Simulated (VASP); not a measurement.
# SnSe (Fm-3m) in VASP: G0W0 quasiparticle levels with PBE

Aim: the G0W0 quasiparticle levels of SnSe with PBE.

All numbers are computed with VASP 6.6.1; they aren't measurements. Logs are shortened: lines on timing, memory, paths and dates and some standing lists are left out, and cuts for length are marked.

### Step 1. The cell of the first run

It takes space group Fm-3m (No. 225, cubic). Conventional cell: a = 6.004 Å, b = 6.004 Å, c = 6.004 Å, α = 90.00°, β = 90.00°, γ = 90.00°. Within 4.0 Å of Sn (site symmetry m-3m) lie 6 Se at 3.00 Å. Within 4.0 Å of Se (site symmetry m-3m) lie 6 Sn at 3.00 Å.

### Step 2. G0W0 quasiparticle levels, PBE

Input file POSCAR:

```
SnSe
1.0
    0.0000000000      3.0021131538      3.0021131538
    3.0021131538      0.0000000000      3.0021131538
    3.0021131538      3.0021131538      0.0000000000
Sn Se
1 1
Direct
    0.0000000000      0.0000000000      0.0000000000
    0.5000000000      0.5000000000      0.5000000000
```

Input file INCAR.step1:

```
SYSTEM = SnSe
PREC     = Accurate       ! precision mode
ENCUT    = 500            ! plane-wave cutoff, eV
EDIFF    = 1E-8           ! SCF threshold, eV
ISMEAR   = 0              ! smearing method
SIGMA    = 0.01           ! smearing width, eV
LREAL    = .FALSE.        ! projectors in reciprocal space
LASPH    = .TRUE.         ! aspherical terms in the spheres
NELM     = 60             ! most SCF steps
ALGO     = Normal         ! electronic algorithm
LWAVE    = .TRUE.         ! write WAVECAR
LCHARG   = .FALSE.        ! write CHGCAR
GGA      = PE             ! functional
```

Input file INCAR.step2:

```
SYSTEM = SnSe
PREC     = Accurate       ! precision mode
ENCUT    = 500            ! plane-wave cutoff, eV
EDIFF    = 1E-8           ! SCF threshold, eV
ISMEAR   = 0              ! smearing method
SIGMA    = 0.01           ! smearing width, eV
LREAL    = .FALSE.        ! projectors in reciprocal space
LASPH    = .TRUE.         ! aspherical terms in the spheres
NELM     = 1              ! most SCF steps
ALGO     = Exact          ! electronic algorithm
LWAVE    = .TRUE.         ! write WAVECAR
LCHARG   = .FALSE.        ! write CHGCAR
GGA      = PE             ! functional
NBANDS   = 40             ! bands
LOPTICS  = .TRUE.         ! frequency-dependent dielectric function
ISTART   = 1
```

Input file INCAR.step3:

```
SYSTEM = SnSe
PREC     = Accurate       ! precision mode
ENCUT    = 500            ! plane-wave cutoff, eV
EDIFF    = 1E-8           ! SCF threshold, eV
ISMEAR   = 0              ! smearing method
SIGMA    = 0.01           ! smearing width, eV
LREAL    = .FALSE.        ! projectors in reciprocal space
LASPH    = .TRUE.         ! aspherical terms in the spheres
ALGO     = EVGW0          ! electronic algorithm
LWAVE    = .FALSE.        ! write WAVECAR
LCHARG   = .FALSE.        ! write CHGCAR
GGA      = PE             ! functional
NELMGW   = 1            
NBANDS   = 40             ! bands
ENCUTGW  = 60.0           ! cutoff of the response function
NOMEGA   = 48             ! frequency points
PRECFOCK = Fast         
ISTART   = 1            
NBANDSGW = 18
```

Input file KPOINTS:

```
Automatic mesh
0
G
  4 4 4
  0 0 0
```

Potentials or basis: VASP PAW PBE potentials, release 64 (Sn_d_GW, Se_GW).

The run is started by

```sh
> cat potpaw_PBE.64/Sn_d_GW/POTCAR potpaw_PBE.64/Se_GW/POTCAR > POTCAR
> cp INCAR.step1 INCAR
> mpirun -np 1 vasp_std > vasp.out
> cp INCAR.step2 INCAR
> mpirun -np 1 vasp_std > vasp.out
> cp INCAR.step3 INCAR
> mpirun -np 1 vasp_std > vasp.out
```

OUTCAR:

```text
SYSTEM = SnSe
   PREC = Accurate
   ENCUT = 500
   EDIFF = 1E-8
   ISMEAR = 0
   LREAL = .FALSE.
   LASPH = .TRUE.
   GGA = PE
   NELMGW = 1
   ENCUTGW = 60.0
   PRECFOCK = Fast
   ISTART = 1

 ion  position               nearest neighbor table
   1  0.000  0.000  0.000-
   2  0.500  0.500  0.500-

  LATTYP: Found a face centered cubic cell.
 ALAT       =     6.0042263076

  Lattice vectors:

 A1 = (   0.0000000000,   3.0021131538,   3.0021131538)
 A2 = (   3.0021131538,   0.0000000000,   3.0021131538)
 A3 = (   3.0021131538,   3.0021131538,   0.0000000000)

Analysis of symmetry for initial positions (statically):
=====================================================================
 Subroutine PRICEL returns:
 Original cell was already a primitive cell.

 Routine SETGRP: Setting up the symmetry group for a
 face centered cubic supercell.

 Subroutine GETGRP returns: Found 48 space group operations
[... 9 lines left out ...]

 Routine SETGRP: Setting up the symmetry group for a
 face centered cubic supercell.

 Subroutine GETGRP returns: Found 48 space group operations
[... 11 lines left out ...]
                                     Primitive cell

  volume of cell :      54.1142

  direct lattice vectors                    reciprocal lattice vectors
     0.000000000  3.002113154  3.002113154    -0.166549352  0.166549352  0.166549352
     3.002113154  0.000000000  3.002113154     0.166549352 -0.166549352  0.166549352
     3.002113154  3.002113154  0.000000000     0.166549352  0.166549352 -0.166549352

  length of vectors
     4.245629138  4.245629138  4.245629138     0.288471939  0.288471939  0.288471939

  position of ions in fractional coordinates (direct lattice)
     0.000000000  0.000000000  0.000000000
     0.500000000  0.500000000  0.500000000

  ion indices of the primitive-cell ions
   primitive index   ion index
                 1           1
                 2           2

----------------------------------------------------------------------------------------

 KPOINTS: Automatic mesh

Automatic generation of k-mesh.
 Grid dimensions read from file:
 generate k-points for:    4    4    4

 Generating k-lattice:

  Cartesian coordinates                     Fractional coordinates (reciprocal lattice)
    -0.041637338  0.041637338  0.041637338     0.250000000  0.000000000  0.000000000
     0.041637338 -0.041637338  0.041637338     0.000000000  0.250000000  0.000000000
     0.041637338  0.041637338 -0.041637338     0.000000000  0.000000000  0.250000000

  Length of vectors
     0.072117985  0.072117985  0.072117985

  Shift w.r.t. Gamma in fractional coordinates (k-lattice)
     0.000000000  0.000000000  0.000000000

 Subroutine IBZKPT returns following result:
 ===========================================

 Found      8 irreducible k-points:

 Following reciprocal coordinates:
            Coordinates               Weight
  0.000000  0.000000  0.000000      1.000000
  0.250000  0.000000  0.000000      8.000000
  0.500000  0.000000  0.000000      4.000000
  0.250000  0.250000  0.000000      6.000000
  0.500000  0.250000  0.000000     24.000000
 -0.250000  0.250000  0.000000     12.000000
  0.500000  0.500000  0.000000      3.000000
 -0.250000  0.500000  0.250000      6.000000
   k-points           NKPTS =      8   k-points in BZ     NKDIM =     64   number of bands    NBANDS=     40
   number of dos      NEDOS =    301   number of ions     NIONS =      2
   total plane-waves  NPLWV =  32768
   dimension x,y,z NGX =    32 NGY =   32 NGZ =   32
   dimension x,y,z NGXF=    64 NGYF=   64 NGZF=   64
   ions per type =               1   1
   NGX,Y,Z   is equivalent  to a cutoff of  12.53, 12.53, 12.53 a.u.
   NGXF,Y,Z  is equivalent  to a cutoff of  25.06, 25.06, 25.06 a.u.
 SYSTEM =  SnSe
   PREC   = accura    normal or accurate (medium, high low for compatibility)
   ISTART =      1    job   : 0-new  1-cont  2-samecut
   ICHARG =      0    charge: 1-file 2-atom 10-const
   ISPIN  =      1    spin polarized calculation?
   LNONCOLLINEAR =      F non collinear calculations
   LSORBIT =      F    spin-orbit coupling
   LASPH  =      T    aspherical Exc in radial PAW
   ENCUT  =  500.0 eV  36.75 Ry    6.06 a.u.   7.74  7.74  7.74*2*pi/ulx,y,z
   NELM   =     60;   NELMIN=  2; NELMDL=  0     # of ELM steps
   EDIFF  = 0.1E-07   stopping-criterion for ELM
   LREAL  =      F    real-space projection
   EDIFFG = 0.1E-06   stopping-criterion for IOM
   NSW    =      0    number of steps for IOM
   IBRION =     -1    ionic relax: 0-MD 1-quasi-New 2-CG
   NFREE  =      0    steps in history (QN), initial steepest desc. (CG)
   ISIF   =      0    stress and relaxation
   ISYM   =      3    0-nonsym 1-usesym 2-fastsym
   POTIM  = 0.5000    time-step for ionic-motion
   TEBEG  =    0.0;   TEEND  =   0.0 temperature during run
   PSTRESS=    0.0 pullay stress
   NELECT =      20.0000    total number of electrons
   NUPDOWN=      -1.0000    fix difference up-down
   EMIN   =  10.00;   EMAX   =-10.00  energy-range for DOS
   EFERMI =   0.00;   METHOD = LEGACY
   ISMEAR =     0;   SIGMA  =   0.01  broadening in eV -4-tet -1-fermi 0-gaus
   EFERMI_NEDOS =   21; number of points for ismear=-14 and -15
   IALGO  =     38    algorithm
   IMIX   =      4    mixing-type and parameters
     AMIX     =   0.40;   BMIX     =  1.00
     AMIX_MAG =   1.60;   BMIX_MAG =  1.00
  volume/ion in A,a.u.               =      27.06       182.59
  Fermi-wavevector in a.u.,A,eV,Ry     =   1.174846  2.220138 18.779634  1.380264
  Thomas-Fermi vector in A             =   2.311237
   LORBIT       =      0    0 simple, 1 ext, 2 COOP (PROOUT), +10 PAW based schemes
   GGA     = PE    functional components
   LHFCALC =     T    Hartree Fock is set to
   PRECFOCK=fast      Normal, Fast or Accurate (Low or Medium for compatibility)
   ENCUT4O =  -1.0   cutoff for four orbital integrals eV
   NKREDX  =     1    reduce k-point grid by
   NKREDY  =     1    reduce k-point grid by
   NKREDZ  =     1    reduce k-point grid by
   AEXX    =    1.0000 exact exchange contribution
   HFSCREEN=    0.0000 screening length (either q_TF or 0.3 A-1)
   HFSCREENC=   0.0000 screening length for correlation (either q_TF or 0.3 A-1)
   ENCUTFOCK=  -1.0 apply spherical cutoff to Coloumb kernel
   IVDW    =     0    specifies the selected vdW correction
   LEPSILON=     F    determine dielectric tensor
   LRPA    =     F    only Hartree local field effects (RPA)
   LRPAFORCE           =     F    calculate RPA forces
   ENCUTGW             =  60.0    cutoff for response function in eV
   ENCUTGWSOFT         =  48.0    soft cutoff for Coulomb kernel in GW response function in eV
   ENCUTLF             =  -1.0    cutoff for local field effects
   NELMGW              =     1    number of iterations in solving QP/BSE equation
   NELMHF              =     1    number of iterations in the inner HF iteration
   NKREDLFX            =     1    NKREDLFY  =   1   NKREDLFZ  =   1
 non-spin polarized calculation
 Gauss-broadening in eV      SIGMA  =   0.01
  energy-cutoff  :      500.00
  volume of cell :       54.11
 maximum number of plane-waves:      1384
 NGX is ok and might be reduce to    32
  NGX = 18; NGY = 18; NGZ = 18
   NGX = 15   NGY = 15   NGZ = 15
 maximum number of plane-waves:        64
 NGX is ok and might be reduce to    14

 QP shifts <psi_nk| G(iteration)W_0 |psi_nk>: iteration 1
 for sc-GW calculations column KS-energies equals QP-energies in previous step
 and V_xc(KS)=  KS-energies - (<T + V_ion + V_H > + <T+V_H+V_ion>^1  + <V_x>^1)

 k-point   1 :       0.0000    0.0000    0.0000
  band No.  KS-energies  QP-energies   sigma(KS)   V_xc(KS)     V^pw_x(r,r')   Z            occupation Imag(sigma)

      1     -17.1731     -19.1032     -20.4903     -17.5083     -27.0671       0.6473       2.0000       0.3509
      2     -17.1731     -19.1032     -20.4903     -17.5083     -27.0671       0.6473       2.0000       0.3509
      3     -17.1731     -19.1032     -20.4903     -17.5083     -27.0671       0.6473       2.0000       0.3509
      4     -17.1731     -19.1032     -20.4903     -17.5083     -27.0671       0.6473       2.0000       0.3509
      5     -17.1731     -19.1032     -20.4903     -17.5083     -27.0671       0.6473       2.0000       0.3509
      6      -9.5022      -9.2236     -11.5403     -11.9987     -19.4196       0.6077       2.0000       1.3547
[... 10 lines left out ...]
     17      12.6137      13.0963      -9.2328      -9.8734      -4.8266       0.7534       0.0000      -0.3809
     18      12.6137      13.0963      -9.2328      -9.8734      -4.8266       0.7534       0.0000      -0.3809

 k-point   2 :       0.2500    0.0000    0.0000
  band No.  KS-energies  QP-energies   sigma(KS)   V_xc(KS)     V^pw_x(r,r')   Z            occupation Imag(sigma)

      1     -17.1770     -19.1219     -20.5001     -17.5083     -27.0890       0.6501       2.0000       0.3702
      2     -17.1770     -19.1219     -20.5001     -17.5083     -27.0890       0.6501       2.0000       0.3702
      3     -17.1719     -19.0967     -20.4806     -17.5032     -27.0461       0.6464       2.0000       0.3426
      4     -17.1665     -19.1010     -20.4943     -17.5143     -27.0636       0.6491       2.0000       0.3441
      5     -17.1665     -19.1010     -20.4943     -17.5143     -27.0636       0.6491       2.0000       0.3441
      6      -9.0969      -8.8136     -11.7678     -12.2279     -19.4734       0.6159       2.0000       1.2710
[... 10 lines left out ...]
     17      15.8045      16.4618      -9.4339     -10.2948      -4.2152       0.7635       0.0000      -0.8138
     18      15.8045      16.4618      -9.4339     -10.2948      -4.2152       0.7635       0.0000      -0.8138

 k-point   3 :       0.5000    0.0000    0.0000
  band No.  KS-energies  QP-energies   sigma(KS)   V_xc(KS)     V^pw_x(r,r')   Z            occupation Imag(sigma)

      1     -17.1811     -19.1270     -20.4991     -17.5026     -27.0880       0.6494       2.0000       0.3811
      2     -17.1811     -19.1270     -20.4991     -17.5026     -27.0880       0.6494       2.0000       0.3811
      3     -17.1707     -19.0980     -20.4792     -17.5035     -27.0465       0.6477       2.0000       0.3442
      4     -17.1599     -19.1020     -20.5042     -17.5230     -27.0706       0.6515       2.0000       0.3421
      5     -17.1599     -19.1020     -20.5042     -17.5230     -27.0706       0.6515       2.0000       0.3421
      6      -8.5654      -8.2551     -12.1385     -12.6415     -19.6495       0.6169       2.0000       1.1432
[... 10 lines left out ...]
     17      14.6670      15.2287      -8.5924      -9.3460      -3.7383       0.7454       0.0000      -0.4526
     18      15.6471      15.9814      -8.5212      -8.9708      -3.1536       0.7436       0.0000      -0.6771

 k-point   4 :       0.2500    0.2500    0.0000
  band No.  KS-energies  QP-energies   sigma(KS)   V_xc(KS)     V^pw_x(r,r')   Z            occupation Imag(sigma)

      1     -17.1849     -19.1234     -20.4856     -17.4980     -27.0944       0.6488       2.0000       0.3886
      2     -17.1766     -19.0942     -20.4702     -17.4972     -27.0393       0.6450       2.0000       0.3432
      3     -17.1689     -19.1244     -20.5175     -17.5220     -27.1070       0.6528       2.0000       0.3657
      4     -17.1644     -19.0964     -20.4904     -17.5142     -27.0540       0.6492       2.0000       0.3385
      5     -17.1644     -19.0964     -20.4904     -17.5142     -27.0540       0.6492       2.0000       0.3385
      6      -8.9626      -8.6817     -11.8646     -12.3186     -19.5016       0.6189       2.0000       1.2340
[... 42 lines left out ...]
      5     -17.1636     -19.0977     -20.4920     -17.5159     -27.0589       0.6499       2.0000       0.3400
      6      -8.6092      -8.3132     -12.1101     -12.5892     -19.6142       0.6181       2.0000       1.1520
[... 10 lines left out ...]
     17      14.7905      15.3748      -8.8477      -9.6200      -3.9457       0.7567       0.0000      -0.5486
     18      15.8946      16.4533      -8.9295      -9.6785      -3.7438       0.7459       0.0000      -0.6617

 k-point   7 :       0.5000    0.5000    0.0000
  band No.  KS-energies  QP-energies   sigma(KS)   V_xc(KS)     V^pw_x(r,r')   Z            occupation Imag(sigma)

      1     -17.2022     -19.1038     -20.4192     -17.4684     -27.0715       0.6444       2.0000       0.4055
      2     -17.1799     -19.0952     -20.4621     -17.4918     -27.0338       0.6448       2.0000       0.3452
      3     -17.1650     -19.1228     -20.5247     -17.5269     -27.1109       0.6531       2.0000       0.3660
      4     -17.1552     -19.0983     -20.5018     -17.5265     -27.0639       0.6531       2.0000       0.3352
      5     -17.1552     -19.0983     -20.5018     -17.5265     -27.0639       0.6531       2.0000       0.3352
      6      -8.2830      -7.9851     -12.4135     -12.8910     -19.7546       0.6239       2.0000       1.0722
[... 10 lines left out ...]
     17      17.0894      17.6112      -8.7480      -9.4472      -3.5266       0.7463       0.0000      -0.7134
     18      17.0894      17.6112      -8.7480      -9.4472      -3.5266       0.7463       0.0000      -0.7134

 k-point   8 :      -0.2500    0.5000    0.2500
  band No.  KS-energies  QP-energies   sigma(KS)   V_xc(KS)     V^pw_x(r,r')   Z            occupation Imag(sigma)

      1     -17.1929     -19.1041     -20.4458     -17.4829     -27.0817       0.6450       2.0000       0.3958
      2     -17.1717     -19.1326     -20.5186     -17.5177     -27.1085       0.6534       2.0000       0.3786
      3     -17.1678     -19.0953     -20.4822     -17.5087     -27.0489       0.6482       2.0000       0.3408
      4     -17.1678     -19.0953     -20.4822     -17.5087     -27.0489       0.6482       2.0000       0.3408
      5     -17.1552     -19.0986     -20.5027     -17.5265     -27.0642       0.6530       2.0000       0.3351
      6      -8.2554      -7.9470     -12.4225     -12.9162     -19.7732       0.6246       2.0000       1.0710
[... 10 lines left out ...]
     17      17.2250      17.7801      -8.7733      -9.5195      -3.5695       0.7439       0.0000      -0.6978
     18      17.4216      18.3768      -9.2803     -10.4920      -4.2148       0.7883       0.0000      -0.8574
```

It took 4.6 min on 1 thread of Intel Xeon 8259CL, shared host; peak memory 0.5 GiB.

Results:

```
Band gap on the k mesh, mean-field level : 0.60 eV, direct
Quasiparticle gap                        : 0.96 eV
Least direct quasiparticle gap           : 0.96 eV
```

Caveat: the k points lie up to 0.45 Å⁻¹ apart; bands, screening cutoff and mesh are small and nothing is extrapolated, so the quasiparticle values aren't converged; spin-orbit coupling is left out, which moves the levels of the heavy elements. A k mesh can miss the band edges.
